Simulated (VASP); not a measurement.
# Mg3SiO (Pm-3m) in VASP: further runs, part 2 of 2

VASP 6.6.1.

**3. Single point, r2SCAN (15.08 Å³/atom)**

This run uses another cell than the first one, of 15.08 Å³/atom.

POSCAR

```
Mg3SiO
1.0
    4.2250593667      0.0000000000      0.0000000000
    0.0000000000      4.2250593667      0.0000000000
    0.0000000000      0.0000000000      4.2250593667
Si O Mg
1 1 3
Direct
    0.0000000000      0.0000000000      0.0000000000
    0.5000000000      0.5000000000      0.5000000000
    0.5000000000      0.5000000000      0.0000000000
    0.5000000000      0.0000000000      0.5000000000
    0.0000000000      0.5000000000      0.5000000000
```

INCAR.step1

```
ALGO = Normal
EDIFF = 1E-4
ENCUT = 520
GGA = PE
ISMEAR = -1
LASPH = True
LCHARG = False
LREAL = False
LWAVE = True
NBANDS = 16
NELM = 60
PREC = Accurate
SIGMA = 0.02
```

INCAR.step2

```
ALGO = Normal
EDIFF = 1E-6
ENCUT = 520
ISIF = 2
ISMEAR = -1
ISTART = 1
LASPH = True
LCHARG = False
LMIXTAU = True
LREAL = False
LWAVE = False
METAGGA = R2SCAN
NBANDS = 16
NELM = 60
PREC = Accurate
SIGMA = 0.02
```

KPOINTS

```
k-points
0
Gamma
  6 6 6
```

Potentials or basis: VASP PAW PBE potentials, release 64 (Si, O, Mg).

Launch:

```console
$ cat potpaw_PBE.64/Si/POTCAR potpaw_PBE.64/O/POTCAR potpaw_PBE.64/Mg/POTCAR > POTCAR
$ cp INCAR.step1 INCAR
$ mpirun -np 1 vasp_std > vasp.out
$ cp INCAR.step2 INCAR
$ mpirun -np 1 vasp_std > vasp.out
```

OUTCAR:

```text
EDIFF = 1E-6
   ENCUT = 520
   ISIF = 2
   ISMEAR = -1
   ISTART = 1
   LASPH = True
   LREAL = False
   METAGGA = R2SCAN
   NELM = 60
   PREC = Accurate

 ion  position               nearest neighbor table
   1  0.000  0.000  0.000-   3 2.99   4 2.99   5 2.99   4 2.99   5 2.99   3 2.99   5 2.99   5 2.99
                             3 2.99   4 2.99   4 2.99   3 2.99
   2  0.500  0.500  0.500-   3 2.11   4 2.11   5 2.11   3 2.11   4 2.11   5 2.11
   3  0.500  0.500  0.000-   2 2.11   2 2.11   4 2.99   5 2.99   1 2.99   4 2.99   5 2.99   1 2.99
                             4 2.99   4 2.99   1 2.99   5 2.99   5 2.99   1 2.99
   4  0.500  0.000  0.500-   2 2.11   2 2.11   3 2.99   5 2.99   1 2.99   3 2.99   1 2.99   3 2.99
                             5 2.99   3 2.99   1 2.99   5 2.99   1 2.99   5 2.99
   5  0.000  0.500  0.500-   2 2.11   2 2.11   3 2.99   4 2.99   1 2.99   3 2.99   1 2.99   4 2.99
                             1 2.99   1 2.99   3 2.99   4 2.99   3 2.99   4 2.99

  LATTYP: Found a simple cubic cell.
 ALAT       =     4.2250593667

  Lattice vectors:

 A1 = (   4.2250593667,   0.0000000000,   0.0000000000)
 A2 = (   0.0000000000,   4.2250593667,   0.0000000000)
 A3 = (   0.0000000000,   0.0000000000,   4.2250593667)
[... 181 lines left out ...]
 Fermi energy:         5.4248659966

 k-point     1 :       0.0000    0.0000    0.0000
  band No.  band energies     occupation
      1     -16.1344      2.00000
      2      -3.9119      2.00000
      3      -1.1604      2.00000
      4      -1.1604      2.00000
      5      -1.1604      2.00000
      6       4.8574      2.00000
[... 357 lines left out ...]
      3      -1.6210      2.00000
      4      -1.6210      2.00000
      5      -1.3604      2.00000
      6       1.7543      2.00000
[... 8 lines left out ...]
     15      15.3141      0.00000
     16      16.9726      0.00000

------------------------ aborting loop because EDIFF is reached ----------------------------------------

  FORCE on cell =-STRESS in cart. coord.  units (eV):
  Direction    XX          YY          ZZ          XY          YZ          ZX
  --------------------------------------------------------------------------------------
  -------------------------------------------------------------------------------------
  Total       -1.4298205     -1.4298205     -1.4298205      0.0000000     -0.0000000      0.0000000
  in kB      -30.3734170    -30.3734170    -30.3734170      0.0000000     -0.0000000      0.0000000
  external PRESSURE =     -30.3734170 kB  Pullay stress =       0.0000000 kB

 VOLUME and BASIS-vectors are now :
 -----------------------------------------------------------------------------
  energy-cutoff  :      520.00
  volume of cell :       75.42
      direct lattice vectors                 reciprocal lattice vectors
     4.225059367  0.000000000  0.000000000     0.236683065  0.000000000  0.000000000
     0.000000000  4.225059367  0.000000000     0.000000000  0.236683065  0.000000000
     0.000000000  0.000000000  4.225059367     0.000000000  0.000000000  0.236683065

 POSITION                                       TOTAL-FORCE (eV/Angst)
 -----------------------------------------------------------------------------------
      0.00000      0.00000      0.00000         0.000000      0.000000      0.000000
      2.11253      2.11253      2.11253         0.000000      0.000000      0.000000
      2.11253      2.11253      0.00000         0.000000      0.000000      0.000000
      2.11253      0.00000      2.11253         0.000000      0.000000      0.000000
      0.00000      2.11253      2.11253         0.000000      0.000000      0.000000
 -----------------------------------------------------------------------------------
    total drift:                                0.000000      0.000000     -0.000000

  FREE ENERGIE OF THE ION-ELECTRON SYSTEM (eV)
  ---------------------------------------------------
  free  energy   TOTEN  =       -32.7926203995 eV

  energy  without entropy=      -32.7926093802  energy(sigma->0) =      -32.79261489
```

OUTCAR.step1:

```text
EDIFF = 1E-4
   ENCUT = 520
   GGA = PE
   ISMEAR = -1
   LASPH = True
   LREAL = False
[... 608 lines left out ...]
      2.11253      2.11253      0.00000         0.000000      0.000000      0.000000
      2.11253      0.00000      2.11253         0.000000      0.000000      0.000000
      0.00000      2.11253      2.11253         0.000000      0.000000      0.000000
 -----------------------------------------------------------------------------------
    total drift:                                0.000000      0.000000     -0.000000

  FREE ENERGIE OF THE ION-ELECTRON SYSTEM (eV)
  ---------------------------------------------------
  free  energy   TOTEN  =       -19.9339561076 eV

  energy  without entropy=      -19.9329688217  energy(sigma->0) =      -19.93346246
```

It took 45 s on 1 thread of Intel Xeon Platinum 8488C (Sapphire Rapids), shared host; peak memory 0.19 GiB.

What came out:

```
Free energy            : -32.7926 eV
Pressure               : -3.0 GPa
Band gap on the k mesh : 0.30 eV (least direct gap 0.32 eV)
```

Levels at points of the mesh, in eV from the valence-band top:
| k point | band 6 | band 7 | band 8 | band 9 | band 10 | band 11 |
| --- | --- | --- | --- | --- | --- | --- |
| (0.00, 0.00, 0.00) | -0.40 | -0.40 | -0.40 | 0.91 | 0.91 | 2.36 |
| (0.50, 0.00, 0.00) | -4.80 | -0.59 | -0.59 | 1.95 | 3.56 | 4.37 |
| (0.50, 0.50, 0.00) | -2.71 | -2.71 | -0.02 | 0.30 | 2.82 | 3.37 |
| (0.50, 0.50, 0.50) | -3.51 | -3.51 | -3.51 | 2.08 | 2.08 | 2.08 |

Caveat: the cell stands under tension; the PAW data sets were made with another functional, which shifts forces and pressure a little.

**4. Single point, r2SCAN (15.52 Å³/atom)**

This run uses another cell than the first one, of 15.52 Å³/atom.

POSCAR, as its differences from that of step 3:

```diff
@@ -2,5 +2,5 @@
 1.0
-    4.2250593667      0.0000000000      0.0000000000
-    0.0000000000      4.2250593667      0.0000000000
-    0.0000000000      0.0000000000      4.2250593667
+    4.2656874299      0.0000000000      0.0000000000
+    0.0000000000      4.2656874299      0.0000000000
+    0.0000000000      0.0000000000      4.2656874299
 Si O Mg
```

INCAR.step1

```
PREC = Accurate ; ENCUT = 520
ISMEAR = -1 ; SIGMA = 0.02
LREAL = F ; LASPH = T
NELM = 80 ; NBANDS = 16
GGA = PE ; ALGO = Normal
EDIFF = 1E-4 ; LWAVE = T
LCHARG = F
```

INCAR.step2

```
PREC = Accurate ; ENCUT = 520
EDIFF = 1E-7 ; ISMEAR = -1
SIGMA = 0.02 ; LREAL = F
LASPH = T ; NELM = 80
ALGO = Normal ; ISIF = 2
LWAVE = F ; LCHARG = T
METAGGA = R2SCAN ; LMIXTAU = T
LELF = T ; LVHAR = T
NBANDS = 16 ; ISTART = 1
```

KPOINTS

```
Automatic mesh
0
Gamma
  6 6 6
```

Launch:

```console
$ cat potpaw_PBE.64/Si/POTCAR potpaw_PBE.64/O/POTCAR potpaw_PBE.64/Mg/POTCAR > POTCAR
$ cp INCAR.step1 INCAR
$ mpirun -np 1 vasp_std > vasp.out
$ cp INCAR.step2 INCAR
$ mpirun -np 1 vasp_std > vasp.out
```

Wall time 48 s (1 thread of Intel Xeon Platinum 8488C (Sapphire Rapids), shared host); peak memory 0.19 GiB.

The run converged. Its results:

```yaml
Free_energy: -32.7366 eV
Pressure: -5.2 GPa
Band_gap_on_the_k_mesh: 0.29 eV (least direct gap 0.38 eV)
```

Levels at points of the mesh, in eV from the valence-band top:
| k point | band 4 | band 5 | band 6 | band 7 | band 8 | band 9 | band 10 | band 11 | band 12 | band 13 |
| --- | --- | --- | --- | --- | --- | --- | --- | --- | --- | --- |
| (0.00, 0.00, 0.00) | -6.31 | -6.31 | -0.41 | -0.41 | -0.41 | 0.91 | 0.91 | 2.09 | 6.19 | 6.19 |
| (0.50, 0.00, 0.00) | -6.17 | -5.50 | -4.74 | -0.58 | -0.58 | 1.96 | 3.37 | 4.28 | 4.28 | 4.94 |
| (0.50, 0.50, 0.00) | -7.21 | -6.09 | -2.66 | -2.66 | -0.09 | 0.29 | 2.72 | 3.33 | 3.33 | 7.12 |
| (0.50, 0.50, 0.50) | -6.76 | -6.60 | -3.43 | -3.43 | -3.43 | 2.01 | 2.01 | 2.01 | 4.92 | 9.78 |

Caveat: the cell stands under tension; the PAW data sets were made with another functional, which shifts forces and pressure a little. A k mesh can miss the band edges.

**5. Overview**

| cell | gap on the mesh (eV) | pressure (GPa) |
| --- | --- | --- |
| a = 4.184 Å, 5 atoms | 0.26 | -0.6 |
| a = 4.225 Å, 5 atoms | 0.30 | -3.0 |
| a = 4.266 Å, 5 atoms | 0.29 | -5.2 |

Alike in all rows: task single point; level r2SCAN; potentials or basis VASP PAW PBE potentials, release 64 (Si, O, Mg); no spin polarisation; k mesh 6 × 6 × 6; cutoff (eV) 520; smearing fermi-dirac 0.02 eV.

Caveats: the PAW data sets were made with another functional, which shifts forces and pressure a little; the cell stands under tension (at least some runs).

Total energies depend on the potentials used, so only differences within one code and one set of settings carry meaning.
